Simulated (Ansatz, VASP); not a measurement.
**CdHgS2 in VASP and in Ansatz**

```
CELL_PARAMETERS angstrom
5.14140 0.00000 0.00000
0.00000 5.14140 0.00000
0.00000 0.00000 3.37569
ATOMIC_POSITIONS crystal
Cd 0.50000 0.50000 0.50000
Hg 0.00000 0.00000 0.00000
S 0.50000 0.00000 0.00000
S 0.00000 0.50000 0.00000
```

Alike in both runs: task relaxation of cell and atoms; functional PBE; k mesh 10 × 10 × 14; occupations gaussian, width 0.1 eV; no spin polarisation.

|  | VASP | Ansatz |
| --- | --- | --- |
| version | VASP 6.6.1 | Ansatz 0.2.0 |
| potentials or method | VASP PAW PBE potentials, release 64 (Cd, Hg, S), cutoff 600 eV | scalar-relativistic, plane waves, PAW |
| valence electrons in the cell | 36 | 52 |

|  | VASP | Ansatz | Ansatz less VASP |
| --- | --- | --- | --- |
| gap on the k mesh at the Fermi level, each at its own relaxed structure (eV) | none | none | - |
| relaxed volume (Å³/atom) | 22.96 | 22.85 | -0.115 |
| relaxed cell length with the largest relative difference (Å) | 5.059 | 5.046 | -0.0138 |

A gap of «none» marks a metal or a gap that the smearing closes. VASP's potentials hold 36 valence electrons a cell and Ansatz's 52, so a difference there can come from the potentials and not from the codes.

Spin-orbit coupling is off throughout.
